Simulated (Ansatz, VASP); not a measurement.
# ZnS in VASP and in Ansatz

```
CELL_PARAMETERS angstrom
6.07651 0.00000 0.00000
-3.03826 5.26241 0.00000
0.00000 0.00000 3.70012
ATOMIC_POSITIONS crystal
Zn 0.61479 0.00000 0.66667
Zn 0.00000 0.61479 0.33333
Zn 0.38521 0.38521 0.00000
S 0.36742 0.00000 0.16667
S 0.00000 0.36742 0.83333
S 0.63258 0.63258 0.50000
```

Alike in both runs: functional PBE; k mesh 6 × 6 × 8; occupations gaussian, width 0.02 eV; no spin polarisation.

Ansatz relaxed the structure, and its values are those at the end. VASP's run is a single point on that final structure, the one shown.

|  | VASP | Ansatz |
| --- | --- | --- |
| version | VASP 6.6.1 | Ansatz 0.2.0 |
| potentials or method | VASP PAW PBE potentials, release 64 (Zn, S), cutoff 520 eV | scalar-relativistic, plane waves, PAW |
| valence electrons in the cell | 54 | 54 |

Ansatz gave:

```
gap on the k mesh at the Fermi level (eV) : 1.90
least direct gap on the mesh (eV)         : 1.90
pressure (GPa)                            : 0.0
rms of the force components (eV/Å)        : 0.004
```

Task: Estimate VASP's values.

Result: gap on the k mesh at the Fermi level (eV): 1.90; least direct gap on the mesh (eV): 1.90; pressure (GPa): 0.1; rms of the force components (eV/Å): 0.006.
